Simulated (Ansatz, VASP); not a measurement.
InSb: VASP beside Ansatz

```
In Sb
1.0
     0.00000    3.30263    3.30263
     3.30263    0.00000    3.30263
     3.30263    3.30263    0.00000
In Sb
1 1
Direct
  0.00000 0.00000 0.00000
  0.75000 0.75000 0.75000
```

Change from the starting cell: volume scaled by 1.06, PAW files.

Alike in both runs: task electric field gradients; functional LDA; k mesh 10 × 10 × 10; occupations fermi-dirac, width 0.03 eV; no spin polarisation.

|  | VASP | Ansatz |
| --- | --- | --- |
| version | VASP 6.6.1 | Ansatz 0.2.0 |
| potentials or method | VASP PAW LDA potentials, release 64 (In_d, Sb) | PAW with Ansatz's default frozen-core files, scalar-relativistic |
| plane-wave cutoff (eV) | 520 | 420 |
| valence electrons in the cell | 18 | 28 |

Ansatz gave:

| Quantity | Value |
| --- | --- |
| pressure (GPa) | -2.8 |

Problem. Which values does VASP return?

Solution. Pressure (GPa): -2.7.

LDA's correlation is that of Perdew and Zunger in VASP and of Perdew and Wang (1992) in Ansatz. VASP's potentials hold 18 valence electrons a cell and Ansatz's 28, so a difference there can come from the potentials and not from the codes.

Neither program's run includes spin-orbit coupling.
